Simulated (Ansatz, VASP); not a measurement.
## SiB6: VASP beside Ansatz

```
Si B
1.0
     4.13397    0.00000    0.00000
     0.00000    4.13397    0.00000
     0.00000    0.00000    4.13397
Si B
1 6
Cartesian
  0.0000 0.0000 0.0000
  0.8286 2.0670 2.0670
  2.0670 0.8286 2.0670
  3.3054 2.0670 2.0670
  2.0670 3.3054 2.0670
  2.0670 2.0670 0.8286
  2.0670 2.0670 3.3054
```

Alike in both runs: functional PBE; k mesh 4 × 4 × 4; occupations gaussian, width 0.1 eV; no spin polarisation.

Ansatz relaxed the structure, and its values are those at the end. VASP's run is a single point on that final structure, the one shown.

|  | VASP | Ansatz |
| --- | --- | --- |
| version | VASP 6.6.1 | Ansatz 0.2.0 |
| potentials or method | VASP PAW PBE potentials, release 64 (Si, B), cutoff 500 eV | scalar-relativistic, plane waves, PAW |
| valence electrons in the cell | 22 | 22 |

|  | VASP | Ansatz | Ansatz less VASP |
| --- | --- | --- | --- |
| gap on the k mesh at the Fermi level (eV) | 0.06 | 0.06 | -0.001 |
| least direct gap on the mesh (eV) | 0.69 | 0.69 | -0.001 |
| pressure (GPa) | 0.0 | -0.1 | -0.04 |
| rms of the force components (eV/Å) | 0.016 | 0.007 | -0.0095 |
